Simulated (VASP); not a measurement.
# Ge (Fd-3m) in VASP: further runs

The runs below take Ge through single point, with LDA.

Program: VASP 6.6.1. These are calculated values, not measurements. Logs are shortened: lines on timing, memory, paths and dates and some standing lists are left out, and cuts for length are marked.

**Measured values to compare with.**

From “Electronic and optical properties of SixGe1-x-ySny alloys lattice-matched to Ge”, 2021, arxiv:2109.02782, for a bulk crystal of Ge at 300 K: band gap 0.807 eV (direct).

From “Temperature-dependent photoluminescence in Ge: experiment and theory”, 2020, arxiv:2003.00143, for a bulk crystal of Ge at 0 K: band gap 0.744 eV (indirect).

How close the calculation comes is told below.

### 1 The cell of the first run

Symmetry: Fd-3m, No. 227, cubic system. Conventional cell: a = 5.503 Å, b = 5.503 Å, c = 5.503 Å, α = 90.00°, β = 90.00°, γ = 90.00°. Within 3.1 Å of Ge (site symmetry -43m) lie 4 Ge at 2.38 Å.

### 2 Single point, LDA

File INCAR:

```
SYSTEM = Ge
PREC = Accurate ; ENCUT = 500
EDIFF = 1E-6 ; ISMEAR = -1
SIGMA = 0.1 ; LREAL = .False.
LASPH = .True. ; NELM = 120
ALGO = Normal ; ISIF = 2
LWAVE = .False. ; LCHARG = .False.
NBANDS = 21 ; GGA_COMPAT = .False.
```

File KPOINTS:

```
regular mesh
0
Gamma
  6 6 6
  0 0 0
```

File POSCAR:

```
Ge
1.0
    0.0000000000      2.7513662564      2.7513662564
    2.7513662564      0.0000000000      2.7513662564
    2.7513662564      2.7513662564      0.0000000000
Ge
2
Direct
    0.0000000000      0.0000000000      0.0000000000
    0.2500000000      0.2500000000      0.2500000000
```

Potentials or basis: VASP PAW LDA potentials, release 64 (Ge_d).

Launch:

```
> cat potpaw_LDA.64/Ge_d/POTCAR > POTCAR
> mpirun -np 1 vasp_std > vasp.out
```

OUTCAR:

```text
SYSTEM = Ge
   PREC = Accurate
   ENCUT = 500
   EDIFF = 1E-6
   ISMEAR = -1
   LREAL = .False.
   LASPH = .True.
   NELM = 120
   ISIF = 2

 ion  position               nearest neighbor table
   1  0.000  0.000  0.000-   2 2.38   2 2.38   2 2.38   2 2.38
   2  0.250  0.250  0.250-   1 2.38   1 2.38   1 2.38   1 2.38

  LATTYP: Found a face centered cubic cell.
 ALAT       =     5.5027325128

  Lattice vectors:

 A1 = (   0.0000000000,   2.7513662564,   2.7513662564)
 A2 = (   2.7513662564,   0.0000000000,   2.7513662564)
 A3 = (   2.7513662564,   2.7513662564,   0.0000000000)

Analysis of symmetry for initial positions (statically):
=====================================================================
 Subroutine PRICEL returns:
 Original cell was already a primitive cell.

 Routine SETGRP: Setting up the symmetry group for a
 face centered cubic supercell.

 Subroutine GETGRP returns: Found 48 space group operations
 (whereof 24 operations were pure point group operations)
 out of a pool of 48 trial point group operations.

The static configuration has the point symmetry T_d .
 The point group associated with its full space group is O_h .

Analysis of symmetry for dynamics (positions and initial velocities):
=====================================================================
 Subroutine PRICEL returns:
 Original cell was already a primitive cell.

 Routine SETGRP: Setting up the symmetry group for a
 face centered cubic supercell.

 Subroutine GETGRP returns: Found 48 space group operations
 (whereof 24 operations were pure point group operations)
 out of a pool of 48 trial point group operations.

The dynamic configuration has the point symmetry T_d .
 The point group associated with its full space group is O_h .

 Subroutine INISYM returns: Found 48 space group operations
 (whereof 24 operations are pure point group operations),
 and found     1 'primitive' translations

----------------------------------------------------------------------------------------

                                     Primitive cell

  volume of cell :      41.6558

  direct lattice vectors                    reciprocal lattice vectors
     0.000000000  2.751366256  2.751366256    -0.181727896  0.181727896  0.181727896
     2.751366256  0.000000000  2.751366256     0.181727896 -0.181727896  0.181727896
     2.751366256  2.751366256  0.000000000     0.181727896  0.181727896 -0.181727896

  length of vectors
     3.891019475  3.891019475  3.891019475     0.314761948  0.314761948  0.314761948

  position of ions in fractional coordinates (direct lattice)
     0.000000000  0.000000000  0.000000000
     0.250000000  0.250000000  0.250000000

  ion indices of the primitive-cell ions
   primitive index   ion index
                 1           1
                 2           2

----------------------------------------------------------------------------------------

 KPOINTS: regular mesh

Automatic generation of k-mesh.
 Grid dimensions read from file:
 generate k-points for:    6    6    6

 Generating k-lattice:

  Cartesian coordinates                     Fractional coordinates (reciprocal lattice)
    -0.030287983  0.030287983  0.030287983     0.166666667  0.000000000  0.000000000
     0.030287983 -0.030287983  0.030287983     0.000000000  0.166666667  0.000000000
     0.030287983  0.030287983 -0.030287983     0.000000000  0.000000000  0.166666667

  Length of vectors
     0.052460325  0.052460325  0.052460325

  Shift w.r.t. Gamma in fractional coordinates (k-lattice)
     0.000000000  0.000000000  0.000000000

 Subroutine IBZKPT returns following result:
 ===========================================

 Found     16 irreducible k-points:

 Following reciprocal coordinates:
            Coordinates               Weight
  0.000000  0.000000  0.000000      1.000000
  0.166667  0.000000  0.000000      8.000000
  0.333333  0.000000  0.000000      8.000000
  0.500000  0.000000  0.000000      4.000000
  0.166667  0.166667  0.000000      6.000000
  0.333333  0.166667  0.000000     24.000000
[... 8 lines left out ...]
 -0.333333  0.333333  0.166667     24.000000
 -0.333333  0.500000  0.166667     12.000000
   k-points           NKPTS =     16   k-points in BZ     NKDIM =     16   number of bands    NBANDS=     21
   number of dos      NEDOS =    301   number of ions     NIONS =      2
   total plane-waves  NPLWV =  21952
   dimension x,y,z NGX =    28 NGY =   28 NGZ =   28
   dimension x,y,z NGXF=    56 NGYF=   56 NGZF=   56
   ions per type =               2
   NGX,Y,Z   is equivalent  to a cutoff of  11.96, 11.96, 11.96 a.u.
   NGXF,Y,Z  is equivalent  to a cutoff of  23.93, 23.93, 23.93 a.u.
 SYSTEM =  Ge
   PREC   = accura    normal or accurate (medium, high low for compatibility)
   ISTART =      0    job   : 0-new  1-cont  2-samecut
   ICHARG =      2    charge: 1-file 2-atom 10-const
   ISPIN  =      1    spin polarized calculation?
[... 125 lines left out ...]
      5     -19.3734      2.00000
      6     -19.2860      2.00000
[... 13 lines left out ...]
     20      15.4820      0.00000
     21      16.1709      0.00000

 k-point     7 :       0.5000    0.1667    0.0000
  band No.  band energies     occupation
      1     -19.5467      2.00000
      2     -19.5300      2.00000
      3     -19.4549      2.00000
      4     -19.3834      2.00000
      5     -19.3731      2.00000
      6     -19.2787      2.00000
[... 13 lines left out ...]
     20      17.0370      0.00000
     21      17.2231      0.00000

 k-point     8 :      -0.3333    0.1667    0.0000
  band No.  band energies     occupation
      1     -19.5423      2.00000
      2     -19.5347      2.00000
      3     -19.4495      2.00000
      4     -19.3986      2.00000
      5     -19.3733      2.00000
      6     -19.2609      2.00000
[... 13 lines left out ...]
     20      14.9307      0.00000
     21      16.9677      0.00000

 k-point     9 :      -0.1667    0.1667    0.0000
  band No.  band energies     occupation
      1     -19.5284      2.00000
      2     -19.5218      2.00000
      3     -19.4764      2.00000
      4     -19.4193      2.00000
      5     -19.3963      2.00000
      6     -19.2456      2.00000
[... 13 lines left out ...]
     20      15.1726      0.00000
     21      15.3181      0.00000

 k-point    10 :       0.3333    0.3333    0.0000
  band No.  band energies     occupation
      1     -19.5277      2.00000
      2     -19.5277      2.00000
      3     -19.4926      2.00000
      4     -19.3792      2.00000
      5     -19.3477      2.00000
      6     -19.3222      2.00000
[... 13 lines left out ...]
     20      17.3406      0.00000
     21      17.8435      0.00000

 k-point    11 :       0.5000    0.3333    0.0000
  band No.  band energies     occupation
      1     -19.5496      2.00000
      2     -19.5353      2.00000
      3     -19.4506      2.00000
      4     -19.3705      2.00000
      5     -19.3463      2.00000
      6     -19.2974      2.00000
[... 13 lines left out ...]
     20      17.6712      0.00000
     21      18.2699      0.00000

 k-point    12 :      -0.3333    0.3333    0.0000
  band No.  band energies     occupation
      1     -19.5601      2.00000
      2     -19.5391      2.00000
      3     -19.4308      2.00000
      4     -19.3422      2.00000
      5     -19.3336      2.00000
      6     -19.3188      2.00000
[... 13 lines left out ...]
     20      14.6977      0.00000
     21      19.7013      0.00000

 k-point    13 :       0.5000    0.5000    0.0000
  band No.  band energies     occupation
      1     -19.5369      2.00000
      2     -19.5369      2.00000
      3     -19.4351      2.00000
      4     -19.4351      2.00000
      5     -19.3076      2.00000
      6     -19.3076      2.00000
[... 13 lines left out ...]
     20      17.8849      0.00000
     21      18.8910      0.00000

 k-point    14 :       0.5000    0.3333    0.1667
  band No.  band energies     occupation
      1     -19.5443      2.00000
      2     -19.5410      2.00000
      3     -19.4489      2.00000
      4     -19.3813      2.00000
      5     -19.3379      2.00000
      6     -19.3198      2.00000
[... 13 lines left out ...]
     20      15.8851      0.00000
     21      18.4957      0.00000

 k-point    15 :      -0.3333    0.3333    0.1667
  band No.  band energies     occupation
      1     -19.5570      2.00000
      2     -19.5442      2.00000
      3     -19.4218      2.00000
      4     -19.3590      2.00000
      5     -19.3301      2.00000
      6     -19.3214      2.00000
[... 13 lines left out ...]
     20      17.8555      0.00000
     21      18.0577      0.00000

 k-point    16 :      -0.3333    0.5000    0.1667
  band No.  band energies     occupation
      1     -19.5512      2.00000
      2     -19.5512      2.00000
      3     -19.3972      2.00000
      4     -19.3972      2.00000
      5     -19.3128      2.00000
      6     -19.3128      2.00000
[... 13 lines left out ...]
     20      17.2038      0.00000
     21      19.0870      0.00000

------------------------ aborting loop because EDIFF is reached ----------------------------------------

  FORCE on cell =-STRESS in cart. coord.  units (eV):
  Direction    XX          YY          ZZ          XY          YZ          ZX
  --------------------------------------------------------------------------------------
  -------------------------------------------------------------------------------------
  Total        1.4407421      1.4407421      1.4407421      0.0000000     -0.0000000      0.0000000
  in kB       55.4142713     55.4142713     55.4142713      0.0000000     -0.0000000      0.0000000
  external PRESSURE =      55.4142713 kB  Pullay stress =       0.0000000 kB

 VOLUME and BASIS-vectors are now :
 -----------------------------------------------------------------------------
  energy-cutoff  :      500.00
  volume of cell :       41.66
      direct lattice vectors                 reciprocal lattice vectors
     0.000000000  2.751366256  2.751366256    -0.181727896  0.181727896  0.181727896
     2.751366256  0.000000000  2.751366256     0.181727896 -0.181727896  0.181727896
     2.751366256  2.751366256  0.000000000     0.181727896  0.181727896 -0.181727896

 POSITION                                       TOTAL-FORCE (eV/Angst)
 -----------------------------------------------------------------------------------
      0.00000      0.00000      0.00000         0.000000      0.000000      0.000000
      1.37568      1.37568      1.37568        -0.000000     -0.000000     -0.000000
 -----------------------------------------------------------------------------------
    total drift:                                0.000000      0.000000      0.000000

  FREE ENERGIE OF THE ION-ELECTRON SYSTEM (eV)
  ---------------------------------------------------
  free  energy   TOTEN  =       -10.3005810173 eV

  energy  without entropy=      -10.2960647862  energy(sigma->0) =      -10.29832290
```

Run time: 12 s. Hardware: 1 thread of Intel Xeon Platinum 8488C (Sapphire Rapids), shared host; peak memory 0.14 GiB.

What came out:

```yaml
Free_energy: -10.3006 eV
Pressure: 5.5 GPa
Band_gap_on_the_k_mesh: 0.33 eV, indirect (least direct gap 0.64 eV)
```

### 3 Single point, LDA

This run uses another cell than the first one, of 21.73 Å³/atom, 1.043 times its volume.

File INCAR:

```
SYSTEM = Ge
PREC     = Accurate       ! precision mode
ENCUT    = 500            ! plane-wave cutoff, eV
EDIFF    = 1E-6           ! SCF threshold, eV
ISMEAR   = -1             ! smearing method
SIGMA    = 0.1            ! smearing width, eV
LREAL    = .False.        ! projectors in reciprocal space
LASPH    = .True.         ! aspherical terms in the spheres
NELM     = 120            ! most SCF steps
ALGO     = Normal         ! electronic algorithm
ISIF     = 2              ! what is computed and relaxed
LWAVE    = .False.        ! write WAVECAR
LCHARG   = .False.        ! write CHGCAR
GGA      = CA             ! functional
NBANDS   = 21             ! bands
GGA_COMPAT= .False.
```

KPOINTS is that of step 2.

File POSCAR:

```
Ge
1.0
    0.0000000000      2.7906767997      2.7906767997
    2.7906767997      0.0000000000      2.7906767997
    2.7906767997      2.7906767997      0.0000000000
Ge
2
Direct
    0.0000000000      0.0000000000      0.0000000000
    0.2500000000      0.2500000000      0.2500000000
```

Potentials or basis: VASP PAW LDA potentials, release 64 (Ge_d).

Launch:

```
> cat potpaw_LDA.64/Ge_d/POTCAR > POTCAR
> mpirun -np 1 vasp_std > vasp.out
```

Wall time 17 s (1 thread of Intel Xeon Platinum 8488C (Sapphire Rapids), shared host); peak memory 0.14 GiB.

Results (log left out):

| Quantity | Value |
| --- | --- |
| Free energy | -10.3413 eV |
| Pressure | 1.8 GPa |
| Band gap on the k mesh | 0.19 eV, indirect (least direct gap 0.23 eV) |

Levels at points of the mesh, in eV from the valence-band top:
| k point | band 12 | band 13 | band 14 | band 15 | band 16 | band 17 |
| --- | --- | --- | --- | --- | --- | --- |
| (0.00, 0.00, 0.00) | 0.00 | 0.00 | 0.00 | 0.23 | 2.54 | 2.54 |
| (0.50, 0.00, 0.00) | -7.83 | -1.47 | -1.47 | 0.19 | 3.74 | 3.74 |
| (0.50, 0.50, 0.00) | -9.08 | -3.22 | -3.22 | 0.61 | 0.61 | 9.75 |

### 4 Single point, LDA

This run uses another cell than the first one, of 22.64 Å³/atom, 1.087 times its volume.

File INCAR:

```
SYSTEM = Ge
PREC = Accurate
ENCUT = 500
EDIFF = 1E-6
ISMEAR = -1
SIGMA = 0.1
LREAL = .FALSE.
LASPH = .TRUE.
NELM = 120
ALGO = Normal
ISIF = 2
LWAVE = .FALSE.
LCHARG = .FALSE.
NBANDS = 21
GGA_COMPAT = .FALSE.
```

File KPOINTS:

```
Automatic mesh
0
G
  6 6 6
  0 0 0
```

File POSCAR:

```
Ge
1.0
    0.0000000000      2.8289100000      2.8289100000
    2.8289100000      0.0000000000      2.8289100000
    2.8289100000      2.8289100000      0.0000000000
Ge
2
Direct
    0.0000000000      0.0000000000      0.0000000000
    0.2500000000      0.2500000000      0.2500000000
```

Launch:

```
> cat potpaw_LDA.64/Ge_d/POTCAR > POTCAR
> mpirun -np 1 vasp_std > vasp.out
```

It took 15 s on 1 thread of Intel Xeon Platinum 8488C (Sapphire Rapids), shared host; peak memory 0.14 GiB.

Results (log left out):

```
Free energy            : -10.3452 eV
Pressure               : -1.1 GPa
Band gap on the k mesh : zero (filled and empty bands touch)
```

Levels at points of the mesh, in eV from the Fermi level:
```
           k point  band 11  band 12  band 13  band 14  band 15  band 16  band 17  band 18
(0.00, 0.00, 0.00)   -12.76    -0.10     0.05     0.05     0.05     2.57     2.57     2.57
(0.50, 0.00, 0.00)   -10.67    -7.59    -1.36    -1.36     0.11     3.76     3.76     7.01
(0.50, 0.50, 0.00)    -8.88    -8.88    -3.03    -3.03     0.71     0.71     9.45     9.45
```

### 5 Single point, LDA

This run uses another cell than the first one, of 23.54 Å³/atom, 1.130 times its volume.

File INCAR:

```
SYSTEM = Ge
PREC = Accurate ; ENCUT = 500
EDIFF = 1E-6 ; ISMEAR = -1
SIGMA = 0.1 ; LREAL = .False.
LASPH = .True. ; NELM = 120
ALGO = Normal ; ISIF = 2
LWAVE = .False. ; LCHARG = .False.
GGA = CA ; NBANDS = 21
GGA_COMPAT = .False.
```

File KPOINTS:

```
regular mesh
0
Gamma
  6 6 6
  0 0 0
```

File POSCAR:

```
Ge
1.0
    0.0000000000      2.8661367691      2.8661367691
    2.8661367691      0.0000000000      2.8661367691
    2.8661367691      2.8661367691      0.0000000000
Ge
2
Direct
    0.0000000000      0.0000000000      0.0000000000
    0.2500000000      0.2500000000      0.2500000000
```

Launch:

```
> cat potpaw_LDA.64/Ge_d/POTCAR > POTCAR
> mpirun -np 1 vasp_std > vasp.out
```

Run time: 13 s. Hardware: 1 thread of Intel Xeon Platinum 8488C (Sapphire Rapids), shared host; peak memory 0.14 GiB.

It converged, with:

- Free energy: -10.3202 eV
- Pressure: -3.4 GPa
- Band gap on the k mesh: zero (band 14 reaches 4.36 eV, above the bottom of band 15 at 4.30 eV)

Levels at points of the mesh, in eV from the Fermi level:
```tsv
k point	band 11	band 12	band 13	band 14	band 15	band 16	band 17	band 18
(0.00, 0.00, 0.00)	-12.39	-0.37	0.12	0.12	0.12	2.63	2.63	2.63
(0.50, 0.00, 0.00)	-10.40	-7.34	-1.22	-1.22	0.07	3.81	3.81	7.06
(0.50, 0.50, 0.00)	-8.66	-8.66	-2.82	-2.82	0.83	0.83	9.21	9.21
```

### 6 Single point, LDA

This run uses another cell than the first one, of 24.45 Å³/atom, 1.174 times its volume.

File INCAR:

```
  PREC = Accurate
  ENCUT = 500
  EDIFF = 1E-6
  ISMEAR = -1
  SIGMA = 0.1
  LREAL = False
  LASPH = True
  NELM = 120
  ALGO = Normal
  ISIF = 2
  LWAVE = False
  LCHARG = False
  GGA = CA
  NBANDS = 21
  GGA_COMPAT = False
```

File KPOINTS:

```
regular mesh
0
Gamma
  6 6 6
```

File POSCAR:

```
Ge
1.0
    0.0000000000      2.9024208332      2.9024208332
    2.9024208332      0.0000000000      2.9024208332
    2.9024208332      2.9024208332      0.0000000000
Ge
2
Direct
    0.0000000000      0.0000000000      0.0000000000
    0.2500000000      0.2500000000      0.2500000000
```

Potentials or basis: VASP PAW LDA potentials, release 64 (Ge_d).

Launch:

```
> cat potpaw_LDA.64/Ge_d/POTCAR > POTCAR
> mpirun -np 1 vasp_std > vasp.out
```

Run time: 17 s. Hardware: 1 thread of Intel Xeon Platinum 8488C (Sapphire Rapids), shared host; peak memory 0.14 GiB.

The run converged. Its results:

```yaml
Free_energy: -10.2717 eV
Pressure: -5.3 GPa
Band_gap_on_the_k_mesh: zero (band 14 reaches 4.01 eV, above the bottom of band 15 at 3.85 eV)
```

Levels at points of the mesh, in eV from the Fermi level:
```tsv
k point	band 11	band 12	band 13	band 14	band 15	band 16	band 17	band 18
(0.00, 0.00, 0.00)	-12.07	-0.64	0.18	0.18	0.18	2.66	2.66	2.66
(0.50, 0.00, 0.00)	-10.16	-7.14	-1.11	-1.11	0.02	3.84	3.84	7.08
(0.50, 0.50, 0.00)	-8.48	-8.48	-2.64	-2.64	0.92	0.92	8.96	8.96
```

### 7 Overview

```tsv
cell	gap on the mesh (eV)	pressure (GPa)
a = 3.891 Å, angles 60.0°, 2 atoms	0.33	5.5
a = 3.947 Å, angles 60.0°, 2 atoms	0.19	1.8
a = 4.001 Å, angles 60.0°, 2 atoms	none	-1.1
a = 4.053 Å, angles 60.0°, 2 atoms	none	-3.4
a = 4.105 Å, angles 60.0°, 2 atoms	none	-5.3
```

Alike in all rows: task single point; level LDA; potentials or basis VASP PAW LDA potentials, release 64 (Ge_d); no spin polarisation; k mesh 6 × 6 × 6; cutoff (eV) 500; smearing fermi-dirac 0.1 eV.

Total energies depend on the potentials used, so only differences within one code and one set of settings carry meaning.

### 8 Comparison with measurements

Step 3. A measured gap of Ge is 0.807 eV (direct; 300 K; “Electronic and optical properties of SixGe1-x-ySny alloys lattice-matched to Ge”, 2021, arxiv:2109.02782); the calculated 0.19 eV misses it by -0.62 eV. 3 values of this kind are on record (0.666 to 0.807 eV); this one was drawn at random among those near their median. Spin-orbit coupling on Ge is left out. The value is that of LDA on a finite k mesh, which can miss the band edges, without temperature or zero-point motion. Semilocal functionals fall short of measured gaps as a rule.

Step 4. Measured gap of Ge: 0.744 eV (indirect; 0 K; “Temperature-dependent photoluminescence in Ge: experiment and theory”, 2020, arxiv:2003.00143). This calculation gives 0.00 eV (-0.74 eV). 3 values of this kind are on record (0.666 to 0.807 eV); this one was drawn at random among those near their median. Spin-orbit coupling on Ge is left out. The value is that of LDA on a finite k mesh, which can miss the band edges, without temperature or zero-point motion. Semilocal functionals fall short of measured gaps as a rule.
